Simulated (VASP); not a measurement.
# Al (P6_3/mmc) in VASP: a series of runs, part 2 of 2

VASP 6.6.1.

## 3. Relaxation of cell and atoms, BLYP+D3(BJ)

INCAR reads:

```
  AGGAC = 1.0
  AGGAX = 1.0
  ALDAC = 0.0
  ALDAX = 1.0
  ALGO = Normal
  EDIFF = 1E-6
  EDIFFG = -0.01
  ENCUT = 600
  GGA = B5
  IBRION = 2
  ISIF = 3
  ISMEAR = 1
  IVDW = 12
  LASPH = T
  LCHARG = F
  LREAL = F
  LWAVE = F
  NELM = 100
  NSW = 80
  PREC = Accurate
  SIGMA = 0.1
  VDW_A1 = 0.4298
  VDW_A2 = 4.2359
  VDW_S6 = 1.0
  VDW_S8 = 2.6996
```

KPOINTS reads:

```
k-points
0
Gamma
  9 9 2
```

POSCAR reads:

```
Al
1.0
    2.8270770200      0.0000000000      0.0000000000
   -1.4135385100      2.4483205178      0.0000000000
    0.0000000000      0.0000000000      9.1859930700
Al
4
Direct
    0.0000000000      0.0000000000      0.0000000000
    0.0000000000      0.0000000000      0.5000000000
    0.3333333333      0.6666666667      0.2500000000
    0.6666666667      0.3333333333      0.7500000000
```

Potentials or basis: VASP PAW PBE potentials, release 64 (Al).

Run with:

```bash
$ cat potpaw_PBE.64/Al/POTCAR > POTCAR
$ mpirun -np 1 vasp_std > vasp.out
```

OUTCAR:

```text
EDIFF = 1E-6
   EDIFFG = -0.01
   ENCUT = 600
   GGA = B5
   IBRION = 2
   ISIF = 3
   ISMEAR = 1
   IVDW = 12
   LASPH = T
   LREAL = F
   NELM = 100
   NSW = 80
   PREC = Accurate
 IVDW          = 12

 ion  position               nearest neighbor table
   1  0.000  0.000  0.000-   3 2.82   4 2.82   4 2.82   3 2.82   4 2.82   3 2.82
   2  0.000  0.000  0.500-   3 2.82   4 2.82   4 2.82   3 2.82   4 2.82   3 2.82
   3  0.333  0.667  0.250-   1 2.82   2 2.82   1 2.82   2 2.82   1 2.82   2 2.82
   4  0.667  0.333  0.750-   1 2.82   2 2.82   1 2.82   2 2.82   1 2.82   2 2.82

  LATTYP: Found a hexagonal cell.
 ALAT       =     2.8270770200
 C/A-ratio  =     3.2492899928

  Lattice vectors:

 A1 = (   2.8270770200,   0.0000000000,   0.0000000000)
 A2 = (  -1.4135385100,   2.4483205178,   0.0000000000)
 A3 = (   0.0000000000,   0.0000000000,   9.1859930700)

Analysis of symmetry for initial positions (statically):
=====================================================================
 Subroutine PRICEL returns:
 Original cell was already a primitive cell.

 Routine SETGRP: Setting up the symmetry group for a
 hexagonal supercell.

 Subroutine GETGRP returns: Found 24 space group operations
 (whereof 12 operations were pure point group operations)
 out of a pool of 24 trial point group operations.

The static configuration has the point symmetry D_3d.
 The point group associated with its full space group is D_6h.

Analysis of symmetry for dynamics (positions and initial velocities):
=====================================================================
 Subroutine PRICEL returns:
 Original cell was already a primitive cell.

 Routine SETGRP: Setting up the symmetry group for a
 hexagonal supercell.

 Subroutine GETGRP returns: Found 24 space group operations
 (whereof 12 operations were pure point group operations)
 out of a pool of 24 trial point group operations.

The dynamic configuration has the point symmetry D_3d.
 The point group associated with its full space group is D_6h.

 Subroutine INISYM returns: Found 24 space group operations
 (whereof 12 operations are pure point group operations),
 and found     1 'primitive' translations

----------------------------------------------------------------------------------------

                                     Primitive cell

  volume of cell :      63.5817

  direct lattice vectors                    reciprocal lattice vectors
     2.827077020  0.000000000  0.000000000     0.353722234  0.204221627  0.000000000
    -1.413538510  2.448320518  0.000000000     0.000000000  0.408443254  0.000000000
     0.000000000  0.000000000  9.185993070     0.000000000  0.000000000  0.108861393

  length of vectors
     2.827077020  2.827077020  9.185993070     0.408443254  0.408443254  0.108861393

  position of ions in fractional coordinates (direct lattice)
     0.000000000  0.000000000  0.000000000
     0.000000000  0.000000000  0.500000000
     0.333333333  0.666666667  0.250000000
     0.666666667  0.333333333  0.750000000

  ion indices of the primitive-cell ions
   primitive index   ion index
                 1           1
                 2           2
                 3           3
                 4           4

----------------------------------------------------------------------------------------

 KPOINTS: k-points

Automatic generation of k-mesh.
 Grid dimensions read from file:
 generate k-points for:    9    9    2

 Generating k-lattice:

  Cartesian coordinates                     Fractional coordinates (reciprocal lattice)
     0.039302470  0.022691292  0.000000000     0.111111111  0.000000000  0.000000000
     0.000000000  0.045382584  0.000000000     0.000000000  0.111111111  0.000000000
     0.000000000  0.000000000  0.054430696     0.000000000  0.000000000  0.500000000

  Length of vectors
     0.045382584  0.045382584  0.054430696

  Shift w.r.t. Gamma in fractional coordinates (k-lattice)
     0.000000000  0.000000000  0.000000000

 Subroutine IBZKPT returns following result:
 ===========================================

 Found     24 irreducible k-points:

 Following reciprocal coordinates:
            Coordinates               Weight
  0.000000  0.000000  0.000000      1.000000
  0.111111 -0.000000  0.000000      6.000000
  0.222222 -0.000000  0.000000      6.000000
  0.333333  0.000000  0.000000      6.000000
  0.444444 -0.000000  0.000000      6.000000
  0.111111  0.111111  0.000000      6.000000
[... 16 lines left out ...]
  0.333333  0.222222  0.500000     12.000000
  0.333333  0.333333  0.500000      2.000000
   k-points           NKPTS =     24   k-points in BZ     NKDIM =     24   number of bands    NBANDS=     10
   number of dos      NEDOS =    301   number of ions     NIONS =      4
   total plane-waves  NPLWV =  46080
   dimension x,y,z NGX =    24 NGY =   24 NGZ =   80
   dimension x,y,z NGXF=    48 NGYF=   48 NGZF=  160
   ions per type =               4
   NGX,Y,Z   is equivalent  to a cutoff of  14.11, 14.11, 14.48 a.u.
   NGXF,Y,Z  is equivalent  to a cutoff of  28.23, 28.23, 28.96 a.u.
 SYSTEM =  unknown system
   PREC   = accura    normal or accurate (medium, high low for compatibility)
   ISTART =      0    job   : 0-new  1-cont  2-samecut
   ICHARG =      2    charge: 1-file 2-atom 10-const
   ISPIN  =      1    spin polarized calculation?
   LNONCOLLINEAR =      F non collinear calculations
   LSORBIT =      F    spin-orbit coupling
   LASPH  =      T    aspherical Exc in radial PAW
   ENCUT  =  600.0 eV  44.10 Ry    6.64 a.u.   5.65  5.65 18.35*2*pi/ulx,y,z
   NELM   =    100;   NELMIN=  2; NELMDL= -5     # of ELM steps
   EDIFF  = 0.1E-05   stopping-criterion for ELM
   LREAL  =      F    real-space projection
   EDIFFG = -.1E-01   stopping-criterion for IOM
   NSW    =     80    number of steps for IOM
   IBRION =      2    ionic relax: 0-MD 1-quasi-New 2-CG
   NFREE  =      1    steps in history (QN), initial steepest desc. (CG)
   ISIF   =      3    stress and relaxation
   ISYM   =      2    0-nonsym 1-usesym 2-fastsym
   POTIM  = 0.5000    time-step for ionic-motion
   TEBEG  =    0.0;   TEEND  =   0.0 temperature during run
   PSTRESS=    0.0 pullay stress
   NELECT =      12.0000    total number of electrons
   NUPDOWN=      -1.0000    fix difference up-down
   EMIN   =  10.00;   EMAX   =-10.00  energy-range for DOS
   EFERMI =   0.00;   METHOD = LEGACY
   ISMEAR =     1;   SIGMA  =   0.10  broadening in eV -4-tet -1-fermi 0-gaus
   EFERMI_NEDOS =   21; number of points for ismear=-14 and -15
   IALGO  =     38    algorithm
   IMIX   =      4    mixing-type and parameters
     AMIX     =   0.40;   BMIX     =  1.00
     AMIX_MAG =   1.60;   BMIX_MAG =  1.00
  volume/ion in A,a.u.               =      15.90       107.27
  Fermi-wavevector in a.u.,A,eV,Ry     =   0.939055  1.774557 11.997959  0.881825
  Thomas-Fermi vector in A             =   2.066329
   LORBIT       =      0    0 simple, 1 ext, 2 COOP (PROOUT), +10 PAW based schemes
   GGA     = B5    functional components
   LHFCALC =     F    Hartree Fock is set to
   AEXX    =    0.0000 exact exchange contribution
   IVDW    =    12    specifies the selected vdW correction
   LEPSILON=     F    determine dielectric tensor
   LRPA    =     F    only Hartree local field effects (RPA)
 conjugate gradient relaxation of ions
 non-spin polarized calculation
 Methfessel and Paxton  Order N= 1 SIGMA  =   0.10
  energy-cutoff  :      600.00
  volume of cell :       63.58
 maximum number of plane-waves:      2148
 NGX is ok and might be reduce to    24
   NGX = 11   NGY = 11   NGZ = 37

--------------------------------------- Ionic step        1  -------------------------------------------

 number of electron      12.0000000 magnetization

 Free energy of the ion-electron system (eV)
  ---------------------------------------------------
  ext. energy  EPLUGINS =         0.00000000
  ---------------------------------------------------
  free energy    TOTEN  =       -10.54768242 eV

  energy without entropy =      -10.54914318  energy(sigma->0) =      -10.54816934

------------------------ aborting loop because EDIFF is reached ----------------------------------------

 Edisp (eV)   -3.22281

 E8    (eV) :    -2.3965

  FORCE on cell =-STRESS in cart. coord.  units (eV):
  Direction    XX          YY          ZZ          XY          YZ          ZX
  --------------------------------------------------------------------------------------
  -------------------------------------------------------------------------------------
  Total      -0.04104    -0.04104    -1.58814     0.00000    -0.00000     0.00000
  in kB      -1.03415    -1.03415   -40.01906     0.00000    -0.00000     0.00000
  external pressure =      -14.03 kB  Pullay stress =        0.00 kB
[... 317 lines left out ...]
  energy  without entropy=      -13.7909620447  energy(sigma->0) =      -13.79050507

--------------------------------------- Ionic step        9  -------------------------------------------

 number of electron      12.0000000 magnetization

 Free energy of the ion-electron system (eV)
  ---------------------------------------------------
  ext. energy  EPLUGINS =         0.00000000
  ---------------------------------------------------
  free energy    TOTEN  =       -10.48808130 eV

  energy without entropy =      -10.48860465  energy(sigma->0) =      -10.48825575

 E-fermi :   9.1143     XC(G=0):  -9.8983

 val. band max:        9.0639116700   @ k =   0.4444  -0.0000   0.0000
 cond. band min:       9.1427747212   @ k =   0.3333   0.1111   0.0000
 fundamental gap:      0.0788630512
 Fermi energy:         9.1142880443

 k-point     1 :       0.0000    0.0000    0.0000
  band No.  band energies     occupation
      1      -2.4188      2.00000
      2      -0.5965      2.00000
      3      -0.5815      2.00000
      4       4.5353      2.00000
      5       5.0047      2.00000
      6      13.2686      0.00000
      7      13.3024      0.00000
      8      19.6455      0.00000
      9      19.6455      0.00000
     10      19.8826      0.00000
[... 332 lines left out ...]
  FREE ENERGIE OF THE ION-ELECTRON SYSTEM (eV)
  ---------------------------------------------------
  free  energy   TOTEN  =       -13.7902928932 eV

  energy  without entropy=      -13.7908162450  energy(sigma->0) =      -13.79046734

 reached required accuracy - stopping structural energy minimisation
```

Run time: 94 s. Hardware: 1 thread of AMD EPYC 7R13 (Zen 3), shared host; peak memory 0.17 GiB.

Results:

```yaml
Free_energy: -13.7903 eV
Relaxed_volume: 15.53 Å³/atom
Relaxed_cell: a = 2.830 Å, b = 2.830 Å, c = 8.957 Å, α = 90.00°, β = 90.00°, γ = 120.00°
Space_group_after_relaxing_to_0.05_Å: P6_3/mmc (No. 194)
Energy_gained_by_relaxing: 5.0 meV/atom
Ionic_steps: 9
Pressure_after_relaxing: 0.0 GPa
Band_gap_on_the_k_mesh: zero (band 6 reaches 13.46 eV, above the bottom of band 7 at 7.68 eV)
Dispersion_energy_per_atom: -0.826 eV
```

Step by step:
| step | energy change (eV) | largest force (eV/Å) | pressure (GPa) | volume (Å³) |
| --- | --- | --- | --- | --- |
| 1 | 0.0000 | 0.0000 | -1.40 | 63.58 |
| 2 | -0.0180 | 0.0000 | -0.18 | 62.30 |
| 3 | -0.0194 | 0.0000 | 0.38 | 61.81 |
| 4 | -0.0195 | 0.0000 | 0.22 | 61.93 |
| 5 | -0.0195 | 0.0000 | 0.26 | 61.90 |
| 6 | -0.0198 | 0.0000 | 0.00 | 62.12 |
| 7 | -0.0198 | 0.0000 | 0.05 | 62.07 |
| 8 | -0.0198 | 0.0000 | 0.06 | 62.06 |
| 9 | -0.0198 | 0.0000 | -0.01 | 62.12 |

Final structure:
```xyz
4
Lattice="2.8299 0.0000 0.0000 -1.4150 2.4508 0.0000 0.0000 0.0000 8.9572" Properties=species:S:1:pos:R:3 pbc="T T T"
Al    2.8299    0.0000    0.0000
Al    2.8299    0.0000    4.4786
Al    0.0000    1.6338    2.2393
Al    1.4150    0.8169    6.7179
```

Levels at points of the mesh, in eV from the Fermi level:
| k point | band 2 | band 3 | band 4 | band 5 | band 6 | band 7 | band 8 | band 9 | band 10 |
| --- | --- | --- | --- | --- | --- | --- | --- | --- | --- |
| (0.00, 0.00, 0.00) | -9.71 | -9.70 | -4.58 | -4.11 | 4.15 | 4.19 | 10.53 | 10.53 | 10.77 |
| (0.00, 0.00, 0.50) | -11.07 | -7.45 | -7.45 | -0.44 | -0.44 | 9.32 | 9.32 | 10.87 | 10.87 |

Caveat: the PAW data sets were made with another functional, which shifts forces and pressure a little; pairwise dispersion overbinds metals, which lowers pressure and volume.

## 4. Relaxation of cell and atoms, PBEsol+D3(BJ)

INCAR reads:

```
SYSTEM = Al
ALGO = Normal
EDIFF = 1E-7
EDIFFG = -0.01
ENCUT = 600
GGA = PS
IBRION = 2
ISIF = 3
ISMEAR = 1
IVDW = 12
LASPH = .True.
LCHARG = .False.
LREAL = .False.
LWAVE = .False.
NELM = 100
NSW = 80
PREC = Accurate
SIGMA = 0.1
```

KPOINTS reads:

```
k-points
0
Gamma
  9 9 2
  0 0 0
```

POSCAR is that of step 3.

Potentials or basis: VASP PAW PBE potentials, release 64 (Al).

Run with:

```bash
$ cat potpaw_PBE.64/Al/POTCAR > POTCAR
$ mpirun -np 1 vasp_std > vasp.out
```

OUTCAR:

```text
SYSTEM = Al
   EDIFF = 1E-7
   EDIFFG = -0.01
   ENCUT = 600
   GGA = PS
   IBRION = 2
   ISIF = 3
   ISMEAR = 1
   IVDW = 12
   LASPH = .True.
   LREAL = .False.
   NELM = 100
   NSW = 80
   PREC = Accurate
 IVDW          = 12

 ion  position               nearest neighbor table
   1  0.000  0.000  0.000-   3 2.82   4 2.82   4 2.82   3 2.82   4 2.82   3 2.82
   2  0.000  0.000  0.500-   3 2.82   4 2.82   4 2.82   3 2.82   4 2.82   3 2.82
   3  0.333  0.667  0.250-   1 2.82   2 2.82   1 2.82   2 2.82   1 2.82   2 2.82
   4  0.667  0.333  0.750-   1 2.82   2 2.82   1 2.82   2 2.82   1 2.82   2 2.82

  LATTYP: Found a hexagonal cell.
 ALAT       =     2.8270770200
 C/A-ratio  =     3.2492899928

  Lattice vectors:

 A1 = (   2.8270770200,   0.0000000000,   0.0000000000)
 A2 = (  -1.4135385100,   2.4483205178,   0.0000000000)
 A3 = (   0.0000000000,   0.0000000000,   9.1859930700)

Analysis of symmetry for initial positions (statically):
=====================================================================
 Subroutine PRICEL returns:
 Original cell was already a primitive cell.

 Routine SETGRP: Setting up the symmetry group for a
 hexagonal supercell.

 Subroutine GETGRP returns: Found 24 space group operations
 (whereof 12 operations were pure point group operations)
 out of a pool of 24 trial point group operations.
[... 147 lines left out ...]
   AEXX    =    0.0000 exact exchange contribution
   IVDW    =    12    specifies the selected vdW correction
   LEPSILON=     F    determine dielectric tensor
   LRPA    =     F    only Hartree local field effects (RPA)
 conjugate gradient relaxation of ions
 non-spin polarized calculation
 Methfessel and Paxton  Order N= 1 SIGMA  =   0.10
  energy-cutoff  :      600.00
  volume of cell :       63.58
 maximum number of plane-waves:      2148
 NGX is ok and might be reduce to    24
   NGX = 11   NGY = 11   NGZ = 37

--------------------------------------- Ionic step        1  -------------------------------------------

 number of electron      12.0000000 magnetization

 Free energy of the ion-electron system (eV)
  ---------------------------------------------------
  ext. energy  EPLUGINS =         0.00000000
  ---------------------------------------------------
  free energy    TOTEN  =       -16.22410960 eV

  energy without entropy =      -16.22535788  energy(sigma->0) =      -16.22452569

------------------------ aborting loop because EDIFF is reached ----------------------------------------

 Edisp (eV)   -1.31903

 E8    (eV) :    -0.8883
[... 285 lines left out ...]
--------------------------------------- Ionic step        8  -------------------------------------------

 number of electron      12.0000000 magnetization

 Free energy of the ion-electron system (eV)
  ---------------------------------------------------
  ext. energy  EPLUGINS =         0.00000000
  ---------------------------------------------------
  free energy    TOTEN  =       -16.21879413 eV

  energy without entropy =      -16.21934257  energy(sigma->0) =      -16.21897694

 E-fermi :   8.5589     XC(G=0): -10.4648

 val. band max:        8.4240998526   @ k =   0.4444  -0.0000   0.0000
 cond. band min:       8.5953138850   @ k =   0.3333   0.1111   0.0000
 fundamental gap:      0.1712140324
 Fermi energy:         8.5589260955

 k-point     1 :       0.0000    0.0000    0.0000
  band No.  band energies     occupation
      1      -2.9785      2.00000
      2      -1.1662      2.00000
      3      -1.1489      2.00000
      4       3.9017      2.00000
      5       4.4578      2.00000
      6      12.6562      0.00000
      7      12.6768      0.00000
      8      19.1666      0.00000
      9      19.1666      0.00000
     10      19.3483      0.00000
[... 332 lines left out ...]
  FREE ENERGIE OF THE ION-ELECTRON SYSTEM (eV)
  ---------------------------------------------------
  free  energy   TOTEN  =       -17.5635390517 eV

  energy  without entropy=      -17.5640874949  energy(sigma->0) =      -17.56372187

 reached required accuracy - stopping structural energy minimisation
```

CONTCAR:

```text
Al
   1.00000000000000
     2.8317863493142736   -0.0000000000000000    0.0000000000000000
    -1.4158931746571368    2.4523989166210716   -0.0000000000000000
     0.0000000000000000   -0.0000000000000000    8.9831196911962241
  Al
     4
Direct
     0.0000000000000000    0.0000000000000000    0.0000000000000000
     0.0000000000000000    0.0000000000000000    0.5000000000000000
     0.3333333332999970    0.6666666667000030    0.2500000000000000
     0.6666666667000030    0.3333333332999970    0.7500000000000000

  0.00000000E+00  0.00000000E+00  0.00000000E+00
  0.00000000E+00  0.00000000E+00  0.00000000E+00
  0.00000000E+00  0.00000000E+00  0.00000000E+00
  0.00000000E+00  0.00000000E+00  0.00000000E+00
```

Wall time 54 s (1 thread of AMD EPYC 7R13 (Zen 3), shared host); peak memory 0.17 GiB.

What came out:

```
Free energy                            : -17.5635 eV
Relaxed volume                         : 15.60 Å³/atom
Relaxed cell                           : a = 2.832 Å, b = 2.832 Å, c = 8.983 Å, α = 90.00°, β = 90.00°, γ = 120.00°
Space group after relaxing (to 0.05 Å) : P6_3/mmc (No. 194)
Energy gained by relaxing              : 5.1 meV/atom
Ionic steps                            : 8
Pressure after relaxing                : 0.0 GPa
Band gap on the k mesh                 : zero (band 6 reaches 12.85 eV, above the bottom of band 7 at 7.10 eV)
Dispersion energy per atom             : -0.336 eV
```

The path:
```tsv
step	energy change (eV)	largest force (eV/Å)	pressure (GPa)	volume (Å³)
1	0.0000	0.0000	-1.50	63.58
2	-0.0190	0.0000	0.22	62.22
3	-0.0193	0.0000	0.68	61.94
4	-0.0194	0.0000	0.50	62.04
5	-0.0201	0.0000	0.04	62.39
6	-0.0203	0.0000	0.20	62.27
7	-0.0204	0.0000	-0.09	62.45
8	-0.0204	0.0000	0.01	62.38
```

Final structure:
```
Al
1.0
     2.83179    0.00000    0.00000
    -1.41589    2.45240    0.00000
     0.00000    0.00000    8.98312
Al
4
Cartesian
  0.0000 0.0000 0.0000
  0.0000 0.0000 4.4916
  0.0000 1.6349 2.2458
  1.4159 0.8175 6.7373
```

Levels at points of the mesh, in eV from the Fermi level:
| k point | band 2 | band 3 | band 4 | band 5 | band 6 | band 7 | band 8 | band 9 | band 10 |
| --- | --- | --- | --- | --- | --- | --- | --- | --- | --- |
| (0.00, 0.00, 0.00) | -9.73 | -9.71 | -4.66 | -4.10 | 4.10 | 4.12 | 10.61 | 10.61 | 10.79 |
| (0.00, 0.00, 0.50) | -11.08 | -7.48 | -7.48 | -0.49 | -0.49 | 9.25 | 9.25 | 10.95 | 10.95 |

Caveat: the PAW data sets were made with another functional, which shifts forces and pressure a little; pairwise dispersion overbinds metals, which lowers pressure and volume.

## 5. Overview

| level | potentials or basis | gap on the mesh (eV) | pressure (GPa) | relaxed volume (Å³/atom) |
| --- | --- | --- | --- | --- |
| LDA | VASP PAW LDA potentials, release 64 (Al) | none | 0.0 | 15.84 |
| BLYP+D3(BJ) | VASP PAW PBE potentials, release 64 (Al) | none | 0.0 | 15.53 |
| PBEsol+D3(BJ) | VASP PAW PBE potentials, release 64 (Al) | none | 0.0 | 15.60 |

Alike in all rows: task relaxation of cell and atoms; no spin polarisation; cell relaxed; k mesh 9 × 9 × 2; cutoff (eV) 600; smearing methfessel-paxton 0.1 eV.

Caveats: the PAW data sets were made with another functional, which shifts forces and pressure a little (some runs); pairwise dispersion overbinds metals, which lowers pressure and volume (some runs).

Total energies depend on the potentials used, so only differences within one code and one set of settings carry meaning.
